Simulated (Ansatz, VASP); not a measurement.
# One calculation of RbBr, two programs

Contents of INCAR:

```
SYSTEM = RbBr
PREC = Accurate ; ENCUT = 520
EDIFF = 1E-6 ; ISMEAR = -1
SIGMA = 0.05 ; LREAL = .False.
LASPH = .True. ; NELM = 60
ALGO = Normal ; ISIF = 2
LWAVE = .False. ; LCHARG = .False.
NBANDS = 15
```

File KPOINTS:

```
Automatic mesh
0
Gamma
  7 7 7
  0 0 0
```

The input POSCAR:

```
RbBr
1.0
    0.0000000000      3.3570415946      3.3570415946
    3.3570415946      0.0000000000      3.3570415946
    3.3570415946      3.3570415946      0.0000000000
Rb Br
1 1
Direct
    0.0000000000      0.0000000000      0.0000000000
    0.5000000000      0.5000000000      0.5000000000
```

input.yaml

```yaml
crystal:
  lattice:
    - [0.0, 3.3570415946, 3.3570415946]
    - [3.3570415946, 0.0, 3.3570415946]
    - [3.3570415946, 3.3570415946, 0.0]
  atoms:
    - { symbol: Rb, position: [0.0, 0.0, 0.0] }
    - { symbol: Br, position: [0.5, 0.5, 0.5] }
kpoints:
  mp_grid: { grid: [7, 7, 7] }
scf:
  occupations: { method: fermi_dirac, width: 0.05 }
hamiltonian:
  xc: lda
  pseudopotentials: { kind: all_electron, lapw: { basis_error: 0.001 } }
output:
  forces: true
  stress: true
  eigenvalues: true
```

Change from the starting cell: volume scaled by 0.94.

Alike in both runs: task single point; functional LDA; k mesh 7 × 7 × 7; occupations fermi-dirac, width 0.05 eV; no spin polarisation.

|  | VASP | Ansatz |
| --- | --- | --- |
| version | VASP 6.6.1 | Ansatz 0.2.0 |
| potentials or method | VASP PAW LDA potentials, release 64 (Rb_sv, Br), cutoff 520 eV | all-electron LAPW, scalar-relativistic |

Ansatz gave:

```
gap on the k mesh at the Fermi level (eV) : 4.10
least direct gap on the mesh (eV)         : 4.10
pressure (GPa)                            : -0.4
```

Q: What did VASP give for the same quantities?

A: gap on the k mesh at the Fermi level (eV): 4.11; least direct gap on the mesh (eV): 4.11; pressure (GPa): -0.3.

LDA's correlation is that of Perdew and Zunger in VASP and of Perdew and Wang (1992) in Ansatz. Ansatz ran all-electron here, and VASP with PAW potentials.
